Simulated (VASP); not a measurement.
Here is a VASP 6.6.1 calculation.

The input INCAR:

```
SYSTEM = Ca
ALGO = Fast
EDIFF = 1E-7
ENCUT = 520
GGA = PE
ISIF = 2
ISMEAR = 0
LASPH = .TRUE.
LCHARG = .FALSE.
LREAL = .FALSE.
LWAVE = .FALSE.
NBANDS = 17
NELM = 100
PREC = Accurate
SIGMA = 0.15
```

The input KPOINTS:

```
k-points
0
G
  15 15 8
  0 0 0
```

Contents of POSCAR:

```
Ca
1.0
    3.6615995590      0.0000000000      0.0000000000
   -1.8307997795      3.1710382365      0.0000000000
    0.0000000000      0.0000000000      5.9984000000
Ca
2
Direct
    0.3333333333      0.6666666667      0.2500000000
    0.6666666667      0.3333333333      0.7500000000
```

Potentials or basis: VASP PAW PBE potentials, release 64 (Ca_sv).

Command:

```sh
$ cat potpaw_PBE.64/Ca_sv/POTCAR > POTCAR
$ mpirun -np 1 vasp_std > vasp.out
```

(1) What does it give for the band gap on the k mesh?

(2) What does it give for the pressure?

## Answers

(1) zero (bands 10 and 11 overlap by 0.42 eV).

(2) 4.7 GPa.

Caveat: the cell differs from its parent crystal (strain -0.080 along x and y, -0.080 along z); the cell stands under pressure.
